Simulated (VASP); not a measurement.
## Au3C: single point with PBE

Au3C, a slab with vacuum:

```
CELL_PARAMETERS angstrom
2.94020 0.00000 0.00000
-1.47010 2.54629 0.00000
0.00000 0.00000 21.89749
ATOMIC_POSITIONS crystal
Au 0.66667 0.33333 0.18267
Au 0.33333 0.66667 0.29452
Au 0.00000 0.00000 0.40632
C 0.11111 0.88889 0.50999
```

```
Program                : VASP 6.6.1
Task                   : single point
Functional             : PBE
Potentials or basis    : VASP PAW PBE potentials, release 64 (Au, C)
Cutoff                 : 520 eV
k mesh                 : 9 × 9 × 1
Occupations            : gaussian, width 0.1 eV
Spin                   : no spin polarisation
Dipole correction      : yes
Further INCAR settings : ALGO = Normal; EDIFF = 1e-07; NBANDS = 26
```

The largest force is 1.734 eV/Å.

Forces on the atoms (eV/Å):
```
Au   0.000  0.000  0.127
Au  -0.005  0.003 -0.009
Au   0.418 -0.241  1.549
C   -0.413  0.238 -1.667
```

Levels at points of the mesh, in eV from the Fermi level:
| k point | band 16 | band 17 | band 18 | band 19 | band 20 | band 21 | band 22 | band 23 |
| --- | --- | --- | --- | --- | --- | --- | --- | --- |
| (0.00, 0.00, 0.00) | -2.55 | -2.20 | -1.93 | -1.92 | -0.21 | 2.52 | 2.60 | 3.62 |

Run time: 3.3 min on 1 thread of Oxide Virtual Turin-like Processor (shared host), peak memory 0.31 GiB.

Caveat: spin-orbit coupling is left out, which moves the levels of the heavy elements.
